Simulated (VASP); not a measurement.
# MgB2 (P6/mmm) in VASP: further runs, part 2 of 3

VASP 6.6.1. The steps go on from the part before.

### Step 3. Single point, PBE

This run uses another cell than the first one, of 9.63 Å³/atom, 0.995 times its volume.

File INCAR:

```
PREC = Accurate
ENCUT = 520
EDIFF = 1E-6
ISMEAR = 0
SIGMA = 0.1
LREAL = False
LASPH = True
NELM = 100
ALGO = Normal
ISIF = 2
LWAVE = False
LCHARG = False
GGA = PE
NBANDS = 11
```

File KPOINTS:

```
regular mesh
0
Gamma
  15 15 12
```

File POSCAR:

```
MgB2
1.0
    3.0728984929      0.0000000000      0.0000000000
   -1.5364492465      2.6612081581      0.0000000000
    0.0000000000      0.0000000000      3.5320018760
Mg B
1 2
Direct
    0.0000000000      0.0000000000      0.0000000000
    0.3333333333      0.6666666667      0.5000000000
    0.6666666667      0.3333333333      0.5000000000
```

Potentials or basis: VASP PAW PBE potentials, release 64 (Mg, B).

Command:

```
cat potpaw_PBE.64/Mg/POTCAR potpaw_PBE.64/B/POTCAR > POTCAR
mpirun -np 1 vasp_std > vasp.out
```

OUTCAR:

```text
PREC = Accurate
   ENCUT = 520
   EDIFF = 1E-6
   ISMEAR = 0
   LREAL = False
   LASPH = True
   NELM = 100
   ISIF = 2
   GGA = PE

 ion  position               nearest neighbor table
   1  0.000  0.000  0.000-   2 2.50   3 2.50   2 2.50   3 2.50   3 2.50   3 2.50   2 2.50   2 2.50
                             3 2.50   3 2.50   2 2.50   2 2.50
   2  0.333  0.667  0.500-   3 1.77   3 1.77   3 1.77   1 2.50   1 2.50   1 2.50   1 2.50   1 2.50
                             1 2.50
   3  0.667  0.333  0.500-   2 1.77   2 1.77   2 1.77   1 2.50   1 2.50   1 2.50   1 2.50   1 2.50
                             1 2.50

  LATTYP: Found a hexagonal cell.
 ALAT       =     3.0728984929
 C/A-ratio  =     1.1494040184

  Lattice vectors:

 A1 = (   3.0728984929,   0.0000000000,   0.0000000000)
 A2 = (  -1.5364492465,   2.6612081581,   0.0000000000)
 A3 = (   0.0000000000,   0.0000000000,   3.5320018760)

Analysis of symmetry for initial positions (statically):
=====================================================================
 Subroutine PRICEL returns:
 Original cell was already a primitive cell.

 Routine SETGRP: Setting up the symmetry group for a
 hexagonal supercell.

 Subroutine GETGRP returns: Found 24 space group operations
 (whereof 24 operations were pure point group operations)
 out of a pool of 24 trial point group operations.

The static configuration has the point symmetry D_6h.

Analysis of symmetry for dynamics (positions and initial velocities):
=====================================================================
 Subroutine PRICEL returns:
 Original cell was already a primitive cell.

 Routine SETGRP: Setting up the symmetry group for a
 hexagonal supercell.

 Subroutine GETGRP returns: Found 24 space group operations
 (whereof 24 operations were pure point group operations)
 out of a pool of 24 trial point group operations.

The dynamic configuration has the point symmetry D_6h.

 Subroutine INISYM returns: Found 24 space group operations
 (whereof 24 operations are pure point group operations),
 and found     1 'primitive' translations

----------------------------------------------------------------------------------------

                                     Primitive cell

  volume of cell :      28.8834

  direct lattice vectors                    reciprocal lattice vectors
     3.072898493  0.000000000  0.000000000     0.325425653  0.187884589  0.000000000
    -1.536449246  2.661208158  0.000000000     0.000000000  0.375769177  0.000000000
     0.000000000  0.000000000  3.532001876     0.000000000  0.000000000  0.283125557

  length of vectors
     3.072898493  3.072898493  3.532001876     0.375769177  0.375769177  0.283125557

  position of ions in fractional coordinates (direct lattice)
     0.000000000  0.000000000  0.000000000
     0.333333333  0.666666667  0.500000000
     0.666666667  0.333333333  0.500000000

  ion indices of the primitive-cell ions
   primitive index   ion index
                 1           1
                 2           2
                 3           3

----------------------------------------------------------------------------------------

 KPOINTS: regular mesh

Automatic generation of k-mesh.
 Grid dimensions read from file:
 generate k-points for:   15   15   12

[... 24 lines left out ...]
  0.266667  0.000000  0.000000      6.000000
  0.333333 -0.000000  0.000000      6.000000
[... 16 lines left out ...]
  0.333333  0.200000  0.000000     12.000000
  0.400000  0.200000  0.000000      6.000000
 [... further k-points ...]
   k-points           NKPTS =    189   k-points in BZ     NKDIM =    189   number of bands    NBANDS=     11
   number of dos      NEDOS =    301   number of ions     NIONS =      3
   total plane-waves  NPLWV =  16128
   dimension x,y,z NGX =    24 NGY =   24 NGZ =   28
   dimension x,y,z NGXF=    48 NGYF=   48 NGZF=   56
   ions per type =               1   2
   NGX,Y,Z   is equivalent  to a cutoff of  12.98, 12.98, 13.18 a.u.
   NGXF,Y,Z  is equivalent  to a cutoff of  25.97, 25.97, 26.36 a.u.
 SYSTEM =  unknown system
   PREC   = accura    normal or accurate (medium, high low for compatibility)
   ISTART =      0    job   : 0-new  1-cont  2-samecut
   ICHARG =      2    charge: 1-file 2-atom 10-const
   ISPIN  =      1    spin polarized calculation?
   LNONCOLLINEAR =      F non collinear calculations
   LSORBIT =      F    spin-orbit coupling
   LASPH  =      T    aspherical Exc in radial PAW
   ENCUT  =  520.0 eV  38.22 Ry    6.18 a.u.   5.71  5.71  6.57*2*pi/ulx,y,z
   NELM   =    100;   NELMIN=  2; NELMDL= -5     # of ELM steps
   EDIFF  = 0.1E-05   stopping-criterion for ELM
   LREAL  =      F    real-space projection
   EDIFFG = 0.1E-04   stopping-criterion for IOM
   NSW    =      0    number of steps for IOM
   IBRION =     -1    ionic relax: 0-MD 1-quasi-New 2-CG
   NFREE  =      0    steps in history (QN), initial steepest desc. (CG)
   ISIF   =      2    stress and relaxation
   ISYM   =      2    0-nonsym 1-usesym 2-fastsym
   POTIM  = 0.5000    time-step for ionic-motion
   TEBEG  =    0.0;   TEEND  =   0.0 temperature during run
   PSTRESS=    0.0 pullay stress
   NELECT =       8.0000    total number of electrons
   NUPDOWN=      -1.0000    fix difference up-down
   EMIN   =  10.00;   EMAX   =-10.00  energy-range for DOS
   EFERMI =   0.00;   METHOD = LEGACY
   ISMEAR =     0;   SIGMA  =   0.10  broadening in eV -4-tet -1-fermi 0-gaus
   EFERMI_NEDOS =   21; number of points for ismear=-14 and -15
   IALGO  =     38    algorithm
   IMIX   =      4    mixing-type and parameters
     AMIX     =   0.40;   BMIX     =  1.00
     AMIX_MAG =   1.60;   BMIX_MAG =  1.00
  volume/ion in A,a.u.               =       9.63        64.97
  Fermi-wavevector in a.u.,A,eV,Ry     =   1.067142  2.016606 15.494203  1.138792
  Thomas-Fermi vector in A             =   2.202749
   LORBIT       =      0    0 simple, 1 ext, 2 COOP (PROOUT), +10 PAW based schemes
   GGA     = PE    functional components
   LHFCALC =     F    Hartree Fock is set to
   AEXX    =    0.0000 exact exchange contribution
   IVDW    =     0    specifies the selected vdW correction
   LEPSILON=     F    determine dielectric tensor
   LRPA    =     F    only Hartree local field effects (RPA)
 non-spin polarized calculation
 Gauss-broadening in eV      SIGMA  =   0.10
  energy-cutoff  :      520.00
  volume of cell :       28.88
 maximum number of plane-waves:       793
 NGX is ok and might be reduce to    24
   NGX = 11   NGY = 11   NGZ = 13

 number of electron       8.0000000 magnetization

 Free energy of the ion-electron system (eV)
  ---------------------------------------------------
  ext. energy  EPLUGINS =         0.00000000
  ---------------------------------------------------
  free energy    TOTEN  =       -15.32519245 eV

  energy without entropy =      -15.32146268  energy(sigma->0) =      -15.32332757

 E-fermi :   5.2920     XC(G=0): -10.9295

 val. band max:        5.2913166895   @ k =   0.0667   0.0000   0.0000
 cond. band min:       5.2973056957   @ k =   0.1333   0.0000   0.3333
 fundamental gap:      0.0059890062
 Fermi energy:         5.2919599785

 k-point     1 :       0.0000    0.0000    0.0000
  band No.  band energies     occupation
      1      -7.1499      2.00000
      2       2.2906      2.00000
      3       5.6945      0.00000
      4       5.6945      0.00000
      5       6.8647      0.00000
      6      11.6883      0.00000
      7      11.6883      0.00000
      8      13.5389      0.00000
      9      15.3180      0.00000
     10      18.0929      0.00000
     11      21.4712      0.00000
[... 309 lines left out ...]
 k-point    24 :       0.4000    0.2000    0.0000
  band No.  band energies     occupation
      1      -2.7771      2.00000
      2      -2.0955      2.00000
      3       0.8906      2.00000
      4       6.0537      0.00000
      5       8.0126      0.00000
      6      10.8889      0.00000
      7      11.2466      0.00000
      8      13.3963      0.00000
      9      14.8272      0.00000
     10      17.1555      0.00000
     11      19.1374      0.00000

 [... further k-points ...]
[... 5 lines left out ...]
  --------------------------------------------------------------------------------------
  -------------------------------------------------------------------------------------
  Total       -0.0362989     -0.0362989     -0.0700156      0.0000000     -0.0000000      0.0000000
  in kB       -2.0135213     -2.0135213     -3.8838035      0.0000000     -0.0000000      0.0000000
  external PRESSURE =      -2.6369487 kB  Pullay stress =       0.0000000 kB

 VOLUME and BASIS-vectors are now :
 -----------------------------------------------------------------------------
  energy-cutoff  :      520.00
  volume of cell :       28.88
      direct lattice vectors                 reciprocal lattice vectors
     3.072898493  0.000000000  0.000000000     0.325425653  0.187884589  0.000000000
    -1.536449246  2.661208158  0.000000000     0.000000000  0.375769177  0.000000000
     0.000000000  0.000000000  3.532001876     0.000000000  0.000000000  0.283125557

 POSITION                                       TOTAL-FORCE (eV/Angst)
 -----------------------------------------------------------------------------------
      0.00000      0.00000      0.00000        -0.000000      0.000000      0.000000
     -0.00000      1.77414      1.76600        -0.000000      0.000000      0.000000
      1.53645      0.88707      1.76600         0.000000     -0.000000      0.000000
 -----------------------------------------------------------------------------------
    total drift:                                0.000000     -0.000000      0.000000

  FREE ENERGIE OF THE ION-ELECTRON SYSTEM (eV)
  ---------------------------------------------------
  free  energy   TOTEN  =       -15.3251924515 eV

  energy  without entropy=      -15.3214626823  energy(sigma->0) =      -15.32332757
```

Run time: 16 s. Hardware: 1 thread of Intel Xeon 6975P-C (Granite Rapids), shared host; peak memory 0.18 GiB.

What came out:

```yaml
Free_energy: -15.3252 eV
Pressure: -0.3 GPa
Band_gap_on_the_k_mesh: zero (band 4 reaches 7.07 eV, above the bottom of band 5 at 3.30 eV)
```

Stress tensor (GPa, compression positive):
```
-0.20  0.00  0.00
 0.00 -0.20  0.00
 0.00  0.00 -0.39
```

Levels at points of the mesh, in eV from the Fermi level:
| k point | band 1 | band 2 | band 3 | band 4 | band 5 | band 6 | band 7 | band 8 |
| --- | --- | --- | --- | --- | --- | --- | --- | --- |
| (0.00, 0.00, 0.00) | -12.44 | -3.00 | 0.40 | 0.40 | 1.57 | 6.40 | 6.40 | 8.25 |
| (0.00, 0.00, 0.50) | -11.19 | -7.45 | 0.77 | 0.77 | 6.71 | 6.71 | 8.06 | 9.85 |

### Step 4. Relaxation of cell and atoms, PBE, target pressure 6.15 GPa, at which the enthalpy is minimised

This run uses another cell than the first one, of 9.25 Å³/atom, 0.956 times its volume.

File INCAR:

```
PREC = Accurate
ENCUT = 600
EDIFF = 1E-6
ISMEAR = -1
SIGMA = 0.1
LREAL = F
LASPH = T
NELM = 60
ALGO = Normal
ISIF = 3
LWAVE = F
LCHARG = F
GGA = PE
IBRION = 2
NSW = 80
EDIFFG = -0.002
PSTRESS = 61.5
```

KPOINTS is that of step 3.

File POSCAR:

```
MgB2
1.0
    3.0399129454      0.0000000000      0.0000000000
   -1.5199564727      2.6326418360      0.0000000000
    0.0000000000      0.0000000000      3.4670667781
Mg B
1 2
Direct
    0.0000000000      0.0000000000      0.0000000000
    0.3333333333      0.6666666667      0.5000000000
    0.6666666667      0.3333333333      0.5000000000
```

Command:

```
cat potpaw_PBE.64/Mg/POTCAR potpaw_PBE.64/B/POTCAR > POTCAR
mpirun -np 1 vasp_std > vasp.out
```

Run time: 65 s. Hardware: 1 thread of Intel Xeon 6975P-C, shared host; peak memory 0.19 GiB.

It converged, with:

* Free energy: -15.3160 eV
* Relaxed volume: 9.23 Å³/atom
* Relaxed cell: a = 3.042 Å, b = 3.042 Å, c = 3.457 Å, α = 90.00°, β = 90.00°, γ = 120.00°
* Space group after relaxing (to 0.05 Å): P6/mmm (No. 191)
* Energy change on relaxing (the enthalpy is what falls): +0.5 meV/atom
* Ionic steps: 4
* Pressure after relaxing: 6.1 GPa
* Band gap on the k mesh: zero (band 4 reaches 7.46 eV, above the bottom of band 5 at 3.50 eV)

The path:
| step | energy change (eV) | largest force (eV/Å) | pressure (GPa) | volume (Å³) |
| --- | --- | --- | --- | --- |
| 1 | 0.0000 | 0.0000 | 6.01 | 27.75 |
| 2 | 0.0010 | 0.0000 | 6.09 | 27.72 |
| 3 | 0.0015 | 0.0000 | 6.13 | 27.70 |
| 4 | 0.0014 | 0.0000 | 6.13 | 27.70 |

Final structure:
```
CELL_PARAMETERS angstrom
3.04222 0.00000 0.00000
-1.52111 2.63464 0.00000
0.00000 0.00000 3.45651
ATOMIC_POSITIONS crystal
Mg 0.00000 0.00000 0.00000
B 0.33333 0.66667 0.50000
B 0.66667 0.33333 0.50000
```

Levels at points of the mesh, in eV from the Fermi level:
| k point | band 1 | band 2 | band 3 | band 4 | band 5 | band 6 | band 7 | band 8 |
| --- | --- | --- | --- | --- | --- | --- | --- | --- |
| (0.00, 0.00, 0.00) | -12.68 | -2.96 | 0.38 | 0.38 | 1.87 | 6.46 | 6.46 | 8.52 |
| (0.00, 0.00, 0.50) | -11.33 | -7.62 | 0.78 | 0.78 | 6.78 | 6.78 | 8.18 | 10.49 |

Caveat: the cell is relaxed towards a set pressure, so the enthalpy falls and the energy may rise.

### Step 5. Single point, PBE

This run uses another cell than the first one, of 9.63 Å³/atom, 0.995 times its volume.

File INCAR:

```
SYSTEM = MgB2
ALGO = Normal
EDIFF = 1E-6
ENCUT = 520
GGA = PE
ISIF = 2
ISMEAR = -1
LASPH = .TRUE.
LCHARG = .TRUE.
LELF = .TRUE.
LREAL = .FALSE.
LVHAR = .TRUE.
LWAVE = .FALSE.
NBANDS = 11
NELM = 60
PREC = Accurate
SIGMA = 0.15
```

File KPOINTS:

```
k-points
0
G
  15 15 12
  0 0 0
```

File POSCAR:

```
MgB2
1.0
    3.0754729966      0.0000000000      0.0000000000
   -1.5377364983      2.6634377437      0.0000000000
    0.0000000000      0.0000000000      3.5258527696
Mg B
1 2
Direct
    0.0000000000      0.0000000000      0.0000000000
    0.3333333333      0.6666666667      0.5000000000
    0.6666666667      0.3333333333      0.5000000000
```

Command:

```
cat potpaw_PBE.64/Mg/POTCAR potpaw_PBE.64/B/POTCAR > POTCAR
mpirun -np 1 vasp_std > vasp.out
```

It took 33 s on 1 thread of AMD EPYC 7R13 (Zen 3), shared host; peak memory 0.16 GiB.

The run converged. Its results:

```
Free energy            : -15.3492 eV
Pressure               : -0.3 GPa
Band gap on the k mesh : zero (band 4 reaches 7.08 eV, above the bottom of band 5 at 3.30 eV)
```

Stress tensor (GPa, compression positive):
```
-0.19  0.00  0.00
 0.00 -0.19  0.00
 0.00  0.00 -0.41
```

Levels at points of the mesh, in eV from the Fermi level:
| k point | band 1 | band 2 | band 3 | band 4 | band 5 | band 6 | band 7 | band 8 |
| --- | --- | --- | --- | --- | --- | --- | --- | --- |
| (0.00, 0.00, 0.00) | -12.44 | -2.98 | 0.39 | 0.39 | 1.62 | 6.37 | 6.37 | 8.20 |
| (0.00, 0.00, 0.50) | -11.18 | -7.44 | 0.76 | 0.76 | 6.69 | 6.69 | 8.03 | 9.92 |

(Part 2 of 3 ends here.)
